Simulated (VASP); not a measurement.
# P (P4/mmm) in VASP: a series of runs

P is run at these levels: r2SCAN; tasks: single point.

Everything below comes from runs of VASP 6.6.1. Logs are shortened: lines on timing, memory, paths and dates and some standing lists are left out, and cuts for length are marked.

### 1 The cell of the first run

Symmetry: P4/mmm, No. 123, tetragonal system. Conventional cell: a = 4.273 Å, b = 4.273 Å, c = 4.159 Å, α = 90.00°, β = 90.00°, γ = 90.00°. Within 5.5 Å of P (site symmetry 4/mmm) lie 6 P at 4.16 to 4.27 Å.

### 2 Single point, r2SCAN (strain +0.000 along x and y, -0.050 along z)

POSCAR reads:

```
P
1.0
    4.2729048574      0.0000000000      0.0000000000
    0.0000000000      4.2729048574      0.0000000000
    0.0000000000      0.0000000000      4.1591000000
P
1
Direct
    0.0000000000      0.0000000000      0.0000000000
```

INCAR.step1 reads:

```
  PREC = Accurate
  ENCUT = 520
  ISMEAR = 0
  SIGMA = 0.15
  LREAL = False
  LASPH = True
  NELM = 80
  NBANDS = 8
  GGA = PE
  ALGO = Normal
  EDIFF = 1E-4
  LWAVE = True
  LCHARG = False
```

INCAR.step2 reads:

```
  PREC = Accurate
  ENCUT = 520
  EDIFF = 1E-6
  ISMEAR = 0
  SIGMA = 0.15
  LREAL = False
  LASPH = True
  NELM = 80
  ALGO = Normal
  ISIF = 2
  LWAVE = False
  LCHARG = True
  METAGGA = R2SCAN
  LMIXTAU = True
  LELF = True
  LVHAR = True
  NBANDS = 8
  ISTART = 1
```

KPOINTS reads:

```
regular mesh
0
Gamma
  12 12 12
```

Potentials or basis: VASP PAW PBE potentials, release 64 (P).

Command:

```
$ cat potpaw_PBE.64/P/POTCAR > POTCAR
$ cp INCAR.step1 INCAR
$ mpirun -np 1 vasp_std > vasp.out
$ cp INCAR.step2 INCAR
$ mpirun -np 1 vasp_std > vasp.out
```

OUTCAR:

```text
PREC = Accurate
   ENCUT = 520
   EDIFF = 1E-6
   ISMEAR = 0
   LREAL = False
   LASPH = True
   NELM = 80
   ISIF = 2
   METAGGA = R2SCAN
   ISTART = 1

 ion  position               nearest neighbor table
   1  0.000  0.000  0.000-

  LATTYP: Found a simple tetragonal cell.
 ALAT       =     4.2729048574
 C/A-ratio  =     0.9733659276

  Lattice vectors:

 A1 = (   4.2729048574,   0.0000000000,   0.0000000000)
 A2 = (   0.0000000000,   4.2729048574,   0.0000000000)
 A3 = (   0.0000000000,   0.0000000000,   4.1591000000)

Analysis of symmetry for initial positions (statically):
=====================================================================
 Subroutine PRICEL returns:
 Original cell was already a primitive cell.

 Routine SETGRP: Setting up the symmetry group for a
 simple tetragonal supercell.

 Subroutine GETGRP returns: Found 16 space group operations
 (whereof 16 operations were pure point group operations)
 out of a pool of 16 trial point group operations.

The static configuration has the point symmetry D_4h.

Analysis of symmetry for dynamics (positions and initial velocities):
=====================================================================
 Subroutine PRICEL returns:
 Original cell was already a primitive cell.

 Routine SETGRP: Setting up the symmetry group for a
 simple tetragonal supercell.

 Subroutine GETGRP returns: Found 16 space group operations
 (whereof 16 operations were pure point group operations)
 out of a pool of 16 trial point group operations.

The dynamic configuration has the point symmetry D_4h.

 Subroutine INISYM returns: Found 16 space group operations
 (whereof 16 operations are pure point group operations),
 and found     1 'primitive' translations

----------------------------------------------------------------------------------------

                                     Primitive cell

  volume of cell :      75.9357

  direct lattice vectors                    reciprocal lattice vectors
     4.272904857  0.000000000  0.000000000     0.234032826  0.000000000  0.000000000
     0.000000000  4.272904857  0.000000000     0.000000000  0.234032826  0.000000000
     0.000000000  0.000000000  4.159100000     0.000000000  0.000000000  0.240436633

  length of vectors
     4.272904857  4.272904857  4.159100000     0.234032826  0.234032826  0.240436633

  position of ions in fractional coordinates (direct lattice)
     0.000000000  0.000000000  0.000000000

  ion indices of the primitive-cell ions
   primitive index   ion index
                 1           1

----------------------------------------------------------------------------------------

 KPOINTS: regular mesh

Automatic generation of k-mesh.
 Grid dimensions read from file:
 generate k-points for:   12   12   12

 Generating k-lattice:

  Cartesian coordinates                     Fractional coordinates (reciprocal lattice)
     0.019502736  0.000000000  0.000000000     0.083333333  0.000000000  0.000000000
     0.000000000  0.019502736  0.000000000     0.000000000  0.083333333  0.000000000
     0.000000000  0.000000000  0.020036386     0.000000000  0.000000000  0.083333333

  Length of vectors
     0.019502736  0.019502736  0.020036386

  Shift w.r.t. Gamma in fractional coordinates (k-lattice)
     0.000000000  0.000000000  0.000000000

 Subroutine IBZKPT returns following result:
 ===========================================

 Found    196 irreducible k-points:

 Following reciprocal coordinates:
            Coordinates               Weight
  0.000000  0.000000  0.000000      1.000000
  0.083333  0.000000  0.000000      4.000000
  0.166667  0.000000  0.000000      4.000000
  0.250000  0.000000  0.000000      4.000000
  0.333333  0.000000  0.000000      4.000000
  0.416667  0.000000  0.000000      4.000000
[... 16 lines left out ...]
  0.333333  0.333333  0.000000      4.000000
  0.416667  0.333333  0.000000      8.000000
 [... further k-points ...]
   k-points           NKPTS =    196   k-points in BZ     NKDIM =    196   number of bands    NBANDS=      8
   number of dos      NEDOS =    301   number of ions     NIONS =      1
   total plane-waves  NPLWV =  32768
   dimension x,y,z NGX =    32 NGY =   32 NGZ =   32
   dimension x,y,z NGXF=    64 NGYF=   64 NGZF=   64
   ions per type =               1
   NGX,Y,Z   is equivalent  to a cutoff of  12.45, 12.45, 12.79 a.u.
   NGXF,Y,Z  is equivalent  to a cutoff of  24.90, 24.90, 25.58 a.u.
 SYSTEM =  unknown system
   PREC   = accura    normal or accurate (medium, high low for compatibility)
   ISTART =      1    job   : 0-new  1-cont  2-samecut
   ICHARG =      0    charge: 1-file 2-atom 10-const
   ISPIN  =      1    spin polarized calculation?
   LNONCOLLINEAR =      F non collinear calculations
   LSORBIT =      F    spin-orbit coupling
   LASPH  =      T    aspherical Exc in radial PAW
   ENCUT  =  520.0 eV  38.22 Ry    6.18 a.u.   7.94  7.94  7.73*2*pi/ulx,y,z
   NELM   =     80;   NELMIN=  2; NELMDL=  0     # of ELM steps
   EDIFF  = 0.1E-05   stopping-criterion for ELM
   LREAL  =      F    real-space projection
   EDIFFG = 0.1E-04   stopping-criterion for IOM
   NSW    =      0    number of steps for IOM
   IBRION =     -1    ionic relax: 0-MD 1-quasi-New 2-CG
   NFREE  =      0    steps in history (QN), initial steepest desc. (CG)
   ISIF   =      2    stress and relaxation
   ISYM   =      2    0-nonsym 1-usesym 2-fastsym
   POTIM  = 0.5000    time-step for ionic-motion
   TEBEG  =    0.0;   TEEND  =   0.0 temperature during run
   PSTRESS=    0.0 pullay stress
   NELECT =       5.0000    total number of electrons
   NUPDOWN=      -1.0000    fix difference up-down
   EMIN   =  10.00;   EMAX   =-10.00  energy-range for DOS
   EFERMI =   0.00;   METHOD = LEGACY
   ISMEAR =     0;   SIGMA  =   0.15  broadening in eV -4-tet -1-fermi 0-gaus
   EFERMI_NEDOS =   21; number of points for ismear=-14 and -15
   IALGO  =     38    algorithm
   IMIX   =      4    mixing-type and parameters
     AMIX     =   0.40;   BMIX     =  1.00
     AMIX_MAG =   1.60;   BMIX_MAG =  1.00
  volume/ion in A,a.u.               =      75.94       512.44
  Fermi-wavevector in a.u.,A,eV,Ry     =   0.661073  1.249247  5.945988  0.437018
  Thomas-Fermi vector in A             =   1.733719
   LORBIT       =      0    0 simple, 1 ext, 2 COOP (PROOUT), +10 PAW based schemes
   METAGGA = R2SCAN    functional components
   LHFCALC =     F    Hartree Fock is set to
   AEXX    =    0.0000 exact exchange contribution
   IVDW    =     0    specifies the selected vdW correction
   LEPSILON=     F    determine dielectric tensor
   LRPA    =     F    only Hartree local field effects (RPA)
 non-spin polarized calculation
 Gauss-broadening in eV      SIGMA  =   0.15
  energy-cutoff  :      520.00
  volume of cell :       75.94
 maximum number of plane-waves:      2068
 NGX is ok and might be reduce to    32
   NGX = 15   NGY = 15   NGZ = 15

 number of electron       4.9999999 magnetization

 Free energy of the ion-electron system (eV)
  ---------------------------------------------------
  ext. energy  EPLUGINS =         0.00000000
  ---------------------------------------------------
  free energy    TOTEN  =        -4.43237558 eV

  energy without entropy =       -4.39892552  energy(sigma->0) =       -4.41565055

 E-fermi :  -3.0960     XC(G=0):  -5.3590

 val. band max:       -3.0966664188   @ k =   0.5000   0.2500   0.0833
 cond. band min:      -3.0948607774   @ k =   0.4167   0.0833   0.2500
 fundamental gap:      0.0018056414
 Fermi energy:        -3.0959974726

 k-point     1 :       0.0000    0.0000    0.0000
  band No.  band energies     occupation
      1     -12.3269      2.00000
      2      -2.5509      0.00000
      3      -2.5509      0.00000
      4      -2.4056      0.00000
      5       2.0122      0.00000
      6       4.9674      0.00000
      7       5.0747      0.00000
      8       9.8356      0.00000

 k-point     2 :       0.0833    0.0000    0.0000
  band No.  band energies     occupation
      1     -12.3151      2.00000
      2      -2.6778      0.00008
      3      -2.5410      0.00000
      4      -2.3961      0.00000
      5       2.1380      0.00000
      6       5.0543      0.00000
      7       5.1436      0.00000
      8       9.3658      0.00000

 k-point     3 :       0.1667    0.0000    0.0000
  band No.  band energies     occupation
      1     -12.2823      2.00000
      2      -2.9926      0.32969
      3      -2.5135      0.00000
      4      -2.3700      0.00000
      5       2.4578      0.00000
      6       5.1922      0.00000
      7       5.4067      0.00000
      8       8.6833      0.00000

 k-point     4 :       0.2500    0.0000    0.0000
  band No.  band energies     occupation
      1     -12.2364      2.00000
      2      -3.3687      1.98986
      3      -2.4753      0.00000
      4      -2.3336      0.00000
      5       2.8768      0.00000
      6       5.3638      0.00000
      7       5.6424      0.00000
      8       8.0794      0.00000

 k-point     5 :       0.3333    0.0000    0.0000
  band No.  band energies     occupation
      1     -12.1892      2.00000
      2      -3.7021      2.00000
      3      -2.4361      0.00000
      4      -2.2965      0.00000
      5       3.3428      0.00000
      6       5.5331      0.00000
      7       5.5700      0.00000
      8       7.6161      0.00000

 k-point     6 :       0.4167    0.0000    0.0000
  band No.  band energies     occupation
      1     -12.1538      2.00000
      2      -3.9265      2.00000
      3      -2.4069      0.00000
      4      -2.2687      0.00000
      5       3.8211      0.00000
      6       5.1594      0.00000
      7       5.7242      0.00000
      8       7.3258      0.00000

 k-point     7 :       0.5000    0.0000    0.0000
  band No.  band energies     occupation
      1     -12.1406      2.00000
      2      -4.0053      2.00000
      3      -2.3961      0.00000
      4      -2.2585      0.00000
      5       4.1221      0.00000
      6       4.8661      0.00000
      7       5.7907      0.00000
      8       7.2269      0.00000
[... 133 lines left out ...]
 k-point    20 :       0.3333    0.2500    0.0000
  band No.  band energies     occupation
      1     -12.1032      2.00000
      2      -3.5703      1.99999
      3      -3.1740      1.53777
      4      -2.2299      0.00000
      5       3.7289      0.00000
      6       5.1537      0.00000
      7       6.5880      0.00000
      8       7.1587      0.00000

 k-point    21 :       0.4167    0.2500    0.0000
  band No.  band energies     occupation
      1     -12.0690      2.00000
      2      -3.7827      2.00000
      3      -3.1292      1.24555
      4      -2.2037      0.00000
      5       3.8201      0.00000
      6       5.0662      0.00000
      7       6.6745      0.00000
      8       7.2224      0.00000

 k-point    22 :       0.5000    0.2500    0.0000
  band No.  band energies     occupation
      1     -12.0563      2.00000
      2      -3.8580      2.00000
      3      -3.1118      1.11849
      4      -2.1939      0.00000
      5       3.8355      0.00000
      6       5.0557      0.00000
      7       6.7222      0.00000
      8       7.1824      0.00000

 k-point    23 :       0.3333    0.3333    0.0000
  band No.  band energies     occupation
      1     -12.0584      2.00000
      2      -3.5299      1.99996
      3      -3.4536      1.99925
      4      -2.1957      0.00000
      5       3.6277      0.00000
      6       5.2065      0.00000
      7       7.0126      0.00000
      8       7.2444      0.00000

 k-point    24 :       0.4167    0.3333    0.0000
  band No.  band energies     occupation
      1     -12.0249      2.00000
      2      -3.7056      2.00000
      3      -3.4344      1.99858
      4      -2.1702      0.00000
      5       3.4716      0.00000
      6       5.3626      0.00000
      7       7.1570      0.00000
      8       7.3293      0.00000

 [... further k-points ...]

------------------------ aborting loop because EDIFF is reached ----------------------------------------

  FORCE on cell =-STRESS in cart. coord.  units (eV):
  Direction    XX          YY          ZZ          XY          YZ          ZX
  --------------------------------------------------------------------------------------
  -------------------------------------------------------------------------------------
  Total       -2.0199435     -2.0199435     -2.2448532      0.0000000     -0.0000000      0.0000000
  in kB      -42.6190731    -42.6190731    -47.3644744      0.0000000     -0.0000000      0.0000000
  external PRESSURE =     -44.2008735 kB  Pullay stress =       0.0000000 kB

 VOLUME and BASIS-vectors are now :
 -----------------------------------------------------------------------------
  energy-cutoff  :      520.00
  volume of cell :       75.94
      direct lattice vectors                 reciprocal lattice vectors
     4.272904857  0.000000000  0.000000000     0.234032826  0.000000000  0.000000000
     0.000000000  4.272904857  0.000000000     0.000000000  0.234032826  0.000000000
     0.000000000  0.000000000  4.159100000     0.000000000  0.000000000  0.240436633

 POSITION                                       TOTAL-FORCE (eV/Angst)
 -----------------------------------------------------------------------------------
      0.00000      0.00000      0.00000         0.000000      0.000000      0.000000
 -----------------------------------------------------------------------------------
    total drift:                               -0.000000      0.000000      0.000000

  FREE ENERGIE OF THE ION-ELECTRON SYSTEM (eV)
  ---------------------------------------------------
  free  energy   TOTEN  =        -4.4323755812 eV

  energy  without entropy=       -4.3989255234  energy(sigma->0) =       -4.41565055
```

Wall time 8.5 min (1 thread of AMD EPYC 7R13, shared host); peak memory 0.22 GiB.

Results:

- Free energy: -4.4324 eV
- Pressure: -4.4 GPa

Levels at points of the mesh, in eV from the Fermi level:
```csv
k point,band 1,band 2,band 3,band 4,band 5
"(0.00, 0.00, 0.00)",-9.23,0.55,0.55,0.69,5.11
"(0.50, 0.00, 0.00)",-9.04,-0.91,0.70,0.84,7.22
"(0.50, 0.50, 0.00)",-8.87,-0.60,-0.60,0.97,6.11
"(0.00, 0.00, 0.50)",-9.00,-0.97,0.73,0.73,7.25
"(0.50, 0.00, 0.50)",-8.83,-0.66,-0.55,0.87,6.14
"(0.50, 0.50, 0.50)",-8.67,-0.41,-0.30,-0.30,7.39
```

Caveat: the cell differs from its parent crystal (strain +0.000 along x and y, -0.050 along z); the PAW data sets were made with another functional, which shifts forces and pressure a little.

### 3 Single point, r2SCAN (strain -0.025 along x and y, +0.000 along z)

POSCAR reads:

```
P
1.0
    4.1660822360      0.0000000000      0.0000000000
    0.0000000000      4.1660822360      0.0000000000
    0.0000000000      0.0000000000      4.3780000000
P
1
Direct
    0.0000000000      0.0000000000      0.0000000000
```

INCAR.step1 reads:

```
  PREC = Accurate
  ENCUT = 520
  ISMEAR = 0
  SIGMA = 0.15
  LREAL = F
  LASPH = T
  NELM = 60
  NBANDS = 8
  GGA = PE
  ALGO = Normal
  EDIFF = 1E-4
  LWAVE = T
  LCHARG = F
```

INCAR.step2 reads:

```
  PREC = Accurate
  ENCUT = 520
  EDIFF = 1E-6
  ISMEAR = 0
  SIGMA = 0.15
  LREAL = F
  LASPH = T
  NELM = 60
  ALGO = Normal
  ISIF = 2
  LWAVE = F
  LCHARG = F
  METAGGA = R2SCAN
  LMIXTAU = T
  NBANDS = 8
  ISTART = 1
```

KPOINTS is that of step 2.

Potentials or basis: VASP PAW PBE potentials, release 64 (P).

Command:

```
$ cat potpaw_PBE.64/P/POTCAR > POTCAR
$ cp INCAR.step1 INCAR
$ mpirun -np 1 vasp_std > vasp.out
$ cp INCAR.step2 INCAR
$ mpirun -np 1 vasp_std > vasp.out
```

It took 12 min on 1 thread of AMD EPYC 7R13, shared host; peak memory 0.22 GiB.

Results (log left out):

```yaml
Free_energy: -4.4359 eV
Pressure: -4.4 GPa
```

Stress tensor (GPa, compression positive):
```
-4.74  0.00  0.00
 0.00 -4.74  0.00
 0.00  0.00 -3.85
```

Levels at points of the mesh, in eV from the Fermi level:
```csv
k point,band 1,band 2,band 3,band 4,band 5,band 6
"(0.00, 0.00, 0.00)",-9.23,0.43,0.68,0.68,5.10,8.03
"(0.50, 0.00, 0.00)",-9.01,-0.97,0.62,0.86,7.24,8.03
"(0.50, 0.50, 0.00)",-8.79,-0.61,-0.61,0.79,6.17,8.97
"(0.00, 0.00, 0.50)",-9.08,-0.86,0.80,0.80,7.20,7.88
"(0.50, 0.00, 0.50)",-8.87,-0.70,-0.50,0.96,6.11,8.97
"(0.50, 0.50, 0.50)",-8.66,-0.40,-0.40,-0.21,7.30,7.49
```

Caveat: the cell differs from its parent crystal (strain -0.025 along x and y, +0.000 along z); the PAW data sets were made with another functional, which shifts forces and pressure a little.
